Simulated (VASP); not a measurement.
Here is a VASP 6.6.1 calculation.

INCAR

```
SYSTEM = Al2Cu
PREC     = Accurate       ! precision mode
ENCUT    = 520            ! plane-wave cutoff, eV
EDIFF    = 1E-6           ! SCF threshold, eV
ISMEAR   = 0              ! smearing method
SIGMA    = 0.15           ! smearing width, eV
LREAL    = .FALSE.        ! projectors in reciprocal space
LASPH    = .TRUE.         ! aspherical terms in the spheres
NELM     = 60             ! most SCF steps
ALGO     = Fast           ! electronic algorithm
ISIF     = 2              ! what is computed and relaxed
LWAVE    = .FALSE.        ! write WAVECAR
LCHARG   = .FALSE.        ! write CHGCAR
GGA      = PS             ! functional
NBANDS   = 26             ! bands
```

Contents of KPOINTS:

```
regular mesh
0
G
  10 10 10
  0 0 0
```

Contents of POSCAR:

```
Al2Cu
1.0
   -2.9066000000      2.9066000000      2.3172500000
    2.9066000000     -2.9066000000      2.3172500000
    2.9066000000      2.9066000000     -2.3172500000
Al Cu
4 2
Direct
    0.1593210787      0.6593210787      0.8186421574
    0.6593210787      0.8406789213      0.5000000000
    0.8406789213      0.3406789213      0.1813578426
    0.3406789213      0.1593210787      0.5000000000
    0.7500000000      0.7500000000      0.0000000000
    0.2500000000      0.2500000000      0.0000000000
```

Potentials or basis: VASP PAW PBE potentials, release 64 (Al, Cu).

The run is started by

```sh
$ cat potpaw_PBE.64/Al/POTCAR potpaw_PBE.64/Cu/POTCAR > POTCAR
$ mpirun -np 1 vasp_std > vasp.out
```

**Question.** Estimate the band gap on the k mesh.

**Answer.** Zero (bands 17 and 18 overlap by 4.84 eV).

**Question.** Predict the largest force.

**Answer.** 0.136 eV/Å.

**Question.** What does it give for the pressure?

**Answer.** 14.4 GPa.

Stress tensor (GPa, compression positive):
```
13.68  0.00  0.00
 0.00 13.68  0.00
 0.00  0.00 15.74
```

Caveat: the cell stands under pressure; the PAW data sets were made with another functional, which shifts forces and pressure a little.
